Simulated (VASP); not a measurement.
A run of VASP 6.6.1 is set up as follows.

INCAR

```
SYSTEM = GaSb
PREC = Accurate
ENCUT = 520
EDIFF = 1E-7
ISMEAR = 0
SIGMA = 0.15
LREAL = .False.
LASPH = .True.
NELM = 100
ALGO = Normal
ISIF = 2
LWAVE = .False.
LCHARG = .True.
GGA = PE
LELF = .True.
LVHAR = .True.
NBANDS = 16
```

The input KPOINTS:

```
Automatic mesh
0
Gamma
  14 14 14
  0 0 0
```

Contents of POSCAR:

```
GaSb
1.0
    0.0000000000      3.0131150000      3.0590000000
    3.0590000000      0.0000000000      3.0590000000
    3.0590000000      3.0131150000      0.0000000000
Ga Sb
1 1
Direct
    0.0000000000      0.0000000000      0.0000000000
    0.7500000000      0.7500000000      0.7500000000
```

Potentials or basis: VASP PAW PBE potentials, release 64 (Ga_d, Sb).

Run with:

```bash
$ cat potpaw_PBE.64/Ga_d/POTCAR potpaw_PBE.64/Sb/POTCAR > POTCAR
$ mpirun -np 1 vasp_std > vasp.out
```

Q: What does it give for the pressure?

A: 3.3 GPa.

Stress tensor (GPa, compression positive):
```
3.08 0.00 0.00
0.00 3.70 0.00
0.00 0.00 3.08
```

Caveat: the cell differs from its parent crystal (strain -0.0150 x Voigt [0, 1, 0, 0, 0, 0]).
